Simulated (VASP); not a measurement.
# GaTc (P-6m2) in VASP: single point with LDA

Aim: the single point of GaTc with LDA.

Program: VASP 6.6.1. These are calculated values, not measurements. Logs are shortened: lines on timing, memory, paths and dates and some standing lists are left out, and cuts for length are marked.

### Step 1. The cell of the first run

Symmetry: P-6m2, No. 187, hexagonal system. Conventional cell: a = 2.859 Å, b = 2.859 Å, c = 4.076 Å, α = 90.00°, β = 90.00°, γ = 120.00°. Within 3.5 Å of Ga (site symmetry -6m2) lie 6 Tc at 2.62 Å and 6 Ga at 2.86 Å. Within 3.5 Å of Tc (site symmetry -6m2) lie 6 Ga at 2.62 Å and 6 Tc at 2.86 Å.

### Step 2. Single point, LDA

INCAR

```
SYSTEM = GaTc
PREC = Accurate
ENCUT = 500
EDIFF = 1E-6
ISMEAR = -1
SIGMA = 0.1
LREAL = .FALSE.
LASPH = .TRUE.
NELM = 120
ALGO = Normal
ISIF = 2
LWAVE = .FALSE.
LCHARG = .FALSE.
NBANDS = 20
GGA_COMPAT = .FALSE.
```

KPOINTS

```
Automatic mesh
0
G
  12 12 7
  0 0 0
```

POSCAR

```
GaTc
1.0
    2.8588700000      0.0000000000      0.0000000000
   -1.4294350000      2.4758540000      0.0000000000
    0.0000000000      0.0000000000      4.0762940000
Ga Tc
1 1
Direct
    0.6666666667      0.3333333333      0.5000000000
    0.3333333333      0.6666666667      0.0000000000
```

Potentials or basis: VASP PAW LDA potentials, release 64 (Ga_d, Tc_pv).

The run is started by

```console
> cat potpaw_LDA.64/Ga_d/POTCAR potpaw_LDA.64/Tc_pv/POTCAR > POTCAR
> mpirun -np 1 vasp_std > vasp.out
```

OUTCAR:

```text
SYSTEM = GaTc
   PREC = Accurate
   ENCUT = 500
   EDIFF = 1E-6
   ISMEAR = -1
   LREAL = .FALSE.
   LASPH = .TRUE.
   NELM = 120
   ISIF = 2

 ion  position               nearest neighbor table
   1  0.667  0.333  0.500-   2 2.62   2 2.62   2 2.62   2 2.62   2 2.62   2 2.62
   2  0.333  0.667  0.000-   1 2.62   1 2.62   1 2.62   1 2.62   1 2.62   1 2.62

  LATTYP: Found a hexagonal cell.
 ALAT       =     2.8588700000
 C/A-ratio  =     1.4258409791

  Lattice vectors:

 A1 = (   2.8588700000,   0.0000000000,   0.0000000000)
 A2 = (  -1.4294350000,   2.4758540000,   0.0000000000)
 A3 = (   0.0000000000,   0.0000000000,   4.0762940000)

Analysis of symmetry for initial positions (statically):
=====================================================================
 Subroutine PRICEL returns:
 Original cell was already a primitive cell.

 Routine SETGRP: Setting up the symmetry group for a
 hexagonal supercell.

 Subroutine GETGRP returns: Found 12 space group operations
 (whereof 12 operations were pure point group operations)
 out of a pool of 24 trial point group operations.

The static configuration has the point symmetry D_3h.

Analysis of symmetry for dynamics (positions and initial velocities):
=====================================================================
 Subroutine PRICEL returns:
 Original cell was already a primitive cell.

 Routine SETGRP: Setting up the symmetry group for a
 hexagonal supercell.

 Subroutine GETGRP returns: Found 12 space group operations
 (whereof 12 operations were pure point group operations)
 out of a pool of 24 trial point group operations.

The dynamic configuration has the point symmetry D_3h.

 Subroutine INISYM returns: Found 12 space group operations
 (whereof 12 operations are pure point group operations),
 and found     1 'primitive' translations

----------------------------------------------------------------------------------------

                                     Primitive cell

  volume of cell :      28.8526

  direct lattice vectors                    reciprocal lattice vectors
     2.858870000  0.000000000  0.000000000     0.349788553  0.201950519  0.000000000
    -1.429435000  2.475854000  0.000000000     0.000000000  0.403901038  0.000000000
     0.000000000  0.000000000  4.076294000     0.000000000  0.000000000  0.245320872

  length of vectors
[... 71 lines left out ...]
   NGXF,Y,Z  is equivalent  to a cutoff of  27.91, 27.91, 24.47 a.u.
 SYSTEM =  GaTc
   PREC   = accura    normal or accurate (medium, high low for compatibility)
   ISTART =      0    job   : 0-new  1-cont  2-samecut
   ICHARG =      2    charge: 1-file 2-atom 10-const
   ISPIN  =      1    spin polarized calculation?
   LNONCOLLINEAR =      F non collinear calculations
   LSORBIT =      F    spin-orbit coupling
   LASPH  =      T    aspherical Exc in radial PAW
   ENCUT  =  500.0 eV  36.75 Ry    6.06 a.u.   5.21  5.21  7.43*2*pi/ulx,y,z
   NELM   =    120;   NELMIN=  2; NELMDL= -5     # of ELM steps
   EDIFF  = 0.1E-05   stopping-criterion for ELM
   LREAL  =      F    real-space projection
   EDIFFG = 0.1E-04   stopping-criterion for IOM
   NSW    =      0    number of steps for IOM
   IBRION =     -1    ionic relax: 0-MD 1-quasi-New 2-CG
   NFREE  =      0    steps in history (QN), initial steepest desc. (CG)
   ISIF   =      2    stress and relaxation
   ISYM   =      2    0-nonsym 1-usesym 2-fastsym
   POTIM  = 0.5000    time-step for ionic-motion
   TEBEG  =    0.0;   TEEND  =   0.0 temperature during run
   PSTRESS=    0.0 pullay stress
   NELECT =      26.0000    total number of electrons
   NUPDOWN=      -1.0000    fix difference up-down
   EMIN   =  10.00;   EMAX   =-10.00  energy-range for DOS
   EFERMI =   0.00;   METHOD = LEGACY
   ISMEAR =    -1;   SIGMA  =   0.10  broadening in eV -4-tet -1-fermi 0-gaus
   EFERMI_NEDOS =   21; number of points for ismear=-14 and -15
   IALGO  =     38    algorithm
   IMIX   =      4    mixing-type and parameters
     AMIX     =   0.40;   BMIX     =  1.00
     AMIX_MAG =   1.60;   BMIX_MAG =  1.00
  volume/ion in A,a.u.               =      14.43        97.35
  Fermi-wavevector in a.u.,A,eV,Ry     =   1.581264  2.988155 34.019938  2.500395
  Thomas-Fermi vector in A             =   2.681366
   LORBIT       =      0    0 simple, 1 ext, 2 COOP (PROOUT), +10 PAW based schemes
   GGA     = CA    functional components
   LHFCALC =     F    Hartree Fock is set to
   AEXX    =    0.0000 exact exchange contribution
   IVDW    =     0    specifies the selected vdW correction
   LEPSILON=     F    determine dielectric tensor
   LRPA    =     F    only Hartree local field effects (RPA)
 non-spin polarized calculation
  energy-cutoff  :      500.00
  volume of cell :       28.85
 maximum number of plane-waves:       752
 NGX is ok and might be reduce to    24
   NGX = 11   NGY = 11   NGZ = 15

 number of electron      26.0000012 magnetization

 Free energy of the ion-electron system (eV)
  ---------------------------------------------------
  ext. energy  EPLUGINS =         0.00000000
  ---------------------------------------------------
  free energy    TOTEN  =       -15.54504837 eV

  energy without entropy =      -15.48316721  energy(sigma->0) =      -15.51410779

 E-fermi :   9.9148     XC(G=0): -13.3792

 val. band max:        9.9113759342   @ k =   0.1667   0.0833   0.2857
 cond. band min:       9.9156048551   @ k =   0.2500   0.0833   0.1429
 fundamental gap:      0.0042289209
 Fermi energy:         9.9147555820

 k-point     1 :       0.0000    0.0000    0.0000
  band No.  band energies     occupation
      1     -28.6192      2.00000
      2     -28.2786      2.00000
      3     -28.2786      2.00000
      4      -4.8214      2.00000
      5      -4.7876      2.00000
      6      -4.7876      2.00000
[... 541 lines left out ...]
     19      22.0079      0.00000
     20      23.4987      0.00000

 [... further k-points ...]
[... 5 lines left out ...]
  --------------------------------------------------------------------------------------
  -------------------------------------------------------------------------------------
  Total       -1.2780163     -1.2780162     -1.0958575      0.0000000      0.0000000     -0.0000000
  in kB      -70.9679124    -70.9679098    -60.8526825      0.0000000      0.0000000     -0.0000000
  external PRESSURE =     -67.5961682 kB  Pullay stress =       0.0000000 kB

 VOLUME and BASIS-vectors are now :
 -----------------------------------------------------------------------------
  energy-cutoff  :      500.00
  volume of cell :       28.85
      direct lattice vectors                 reciprocal lattice vectors
     2.858870000  0.000000000  0.000000000     0.349788553  0.201950519  0.000000000
    -1.429435000  2.475854000  0.000000000     0.000000000  0.403901038  0.000000000
     0.000000000  0.000000000  4.076294000     0.000000000  0.000000000  0.245320872

 POSITION                                       TOTAL-FORCE (eV/Angst)
 -----------------------------------------------------------------------------------
      1.42944      0.82528      2.03815        -0.000000     -0.000000      0.000000
     -0.00000      1.65057      0.00000         0.000000      0.000000      0.000000
 -----------------------------------------------------------------------------------
    total drift:                                0.000000      0.000000      0.000000

  FREE ENERGIE OF THE ION-ELECTRON SYSTEM (eV)
  ---------------------------------------------------
  free  energy   TOTEN  =       -15.5450483719 eV

  energy  without entropy=      -15.4831672118  energy(sigma->0) =      -15.51410779
```

OSZICAR:

```text
N       E                     dE             d eps       ncg     rms          rms(c)
DAV:   1     0.230997272923E+03    0.23100E+03   -0.14168E+04  3304   0.225E+03
DAV:   2    -0.285371621789E+01   -0.23385E+03   -0.22751E+03  3128   0.458E+02
DAV:   3    -0.161869934070E+02   -0.13333E+02   -0.13122E+02  3360   0.102E+02
DAV:   4    -0.163805397578E+02   -0.19355E+00   -0.19342E+00  3484   0.131E+01
DAV:   5    -0.163839947401E+02   -0.34550E-02   -0.34549E-02  3416   0.173E+00    0.131E+01
DAV:   6    -0.156740256380E+02    0.70997E+00   -0.32886E+00  3260   0.127E+01    0.308E+00
DAV:   7    -0.155745250718E+02    0.99501E-01   -0.40260E-01  3756   0.600E+00    0.229E+00
DAV:   8    -0.155469481368E+02    0.27577E-01   -0.65120E-02  3336   0.191E+00    0.306E-01
DAV:   9    -0.155451200153E+02    0.18281E-02   -0.40748E-03  3624   0.748E-01    0.743E-02
DAV:  10    -0.155450543992E+02    0.65616E-04   -0.27163E-04  3692   0.187E-01    0.234E-02
DAV:  11    -0.155450484320E+02    0.59672E-05   -0.23524E-05  3544   0.524E-02    0.486E-03
DAV:  12    -0.155450483719E+02    0.60073E-07   -0.84522E-07  2252   0.978E-03
   1 F= -.15545048E+02 E0= -.15514108E+02  d E =-.618812E-01
```

stdout:

```text
POSCAR found type information on POSCAR GaTc
 POSCAR found :  2 types and       2 ions
 scaLAPACK will be used
 LDA part: xc-table for (Slater(with rela. corr.)+CA(PZ))
 , standard interpolation
 POSCAR, INCAR and KPOINTS ok, starting setup
 FFT: planning ... GRIDC
 FFT: planning ... GRID_SOFT
 FFT: planning ... GRID
 WAVECAR not read
 entering main loop
```

Wall time 74 s (1 thread of AMD EPYC 7R13, shared host); peak memory 0.13 GiB.

What came out:

```yaml
Free_energy: -15.5450 eV
Pressure: -6.8 GPa
Band_gap_on_the_k_mesh: zero (band 13 reaches 10.18 eV, above the bottom of band 14 at 9.59 eV)
```

Levels at points of the mesh, in eV from the Fermi level:
| k point | band 9 | band 10 | band 11 | band 12 | band 13 | band 14 | band 15 | band 16 | band 17 | band 18 |
| --- | --- | --- | --- | --- | --- | --- | --- | --- | --- | --- |
| (0.00, 0.00, 0.00) | -10.90 | -3.99 | -1.29 | -1.29 | -0.92 | 0.78 | 0.78 | 6.39 | 12.57 | 12.57 |
| (0.50, 0.00, 0.00) | -5.83 | -4.22 | -3.77 | -3.19 | 0.10 | 2.48 | 3.90 | 6.22 | 6.65 | 6.92 |
